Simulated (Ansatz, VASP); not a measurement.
## ZnS in VASP and in Ansatz

POSCAR

```
ZnS
1.0
    0.0000000000      2.5310227333      2.5310227333
    2.5310227333      0.0000000000      2.5310227333
    2.5310227333      2.5310227333      0.0000000000
Zn S
1 1
Direct
    0.0000000000      0.0000000000      0.0000000000
    0.5000000000      0.5000000000      0.5000000000
```

The input INCAR.step1:

```
SYSTEM = ZnS
  PREC = Accurate
  ENCUT = 520
  EDIFF = 1E-5
  ISMEAR = -1
  SIGMA = 0.02
  LREAL = .False.
  LASPH = .True.
  NELM = 100
  ALGO = Normal
  ISIF = 2
  LWAVE = .True.
  GGA = PE
  NBANDS = 16
```

INCAR.step2

```
SYSTEM = ZnS
  PREC = Accurate
  ENCUT = 520
  EDIFF = 1E-7
  ISMEAR = -1
  SIGMA = 0.02
  LREAL = .False.
  LASPH = .True.
  NELM = 100
  ALGO = Normal
  ISIF = 2
  LWAVE = .False.
  LCHARG = .True.
  GGA = PE
  LHFCALC = .True.
  AEXX = 0.05
  HFSCREEN = 0.3
  PRECFOCK = Normal
  LELF = .True.
  LVHAR = .True.
  ISTART = 1
  NBANDS = 16
```

File KPOINTS:

```
regular mesh
0
Gamma
  4 4 4
  0 0 0
```

Input for Ansatz:

```yaml
crystal:
  lattice:
    - [0.0, 2.5310227333, 2.5310227333]
    - [2.5310227333, 0.0, 2.5310227333]
    - [2.5310227333, 2.5310227333, 0.0]
  atoms:
    - { symbol: Zn, position: [0.0, 0.0, 0.0] }
    - { symbol: S, position: [0.5, 0.5, 0.5] }
kpoints:
  mp_grid: { grid: [4, 4, 4] }
hamiltonian:
  xc: { exchange: pbe, correlation: pbe, exx: { coeff: 0.05, omega: 0.3 } }
scf:
  occupations: { method: fermi_dirac, width: 0.02 }
  n_extra_bands: 4
output:
  forces: true
  stress: true
  eigenvalues: true
```

Alike in both runs: task single point; functional PBE-based screened hybrid; k mesh 4 × 4 × 4; occupations fermi-dirac, width 0.02 eV; no spin polarisation.

|  | VASP | Ansatz |
| --- | --- | --- |
| version | VASP 6.6.1 | Ansatz 0.2.0 |
| potentials or method | VASP PAW PBE potentials, release 64 (Zn, S) | plane waves |
| plane-wave cutoff (eV) | 520 | 420 |
| valence electrons in the cell | 18 | 18 |

VASP gave:

* pressure (GPa): 2.9

Q: Estimate Ansatz's values.

A: Pressure (GPa): 2.8.

VASP's potentials were made for PBE, not for PBE-based screened hybrid. Ansatz's warnings: filled band counts differ across k points, stress exchange threshold loose, stress scf threshold loose.

The k mesh is coarse, so the values compare programs but aren't converged.
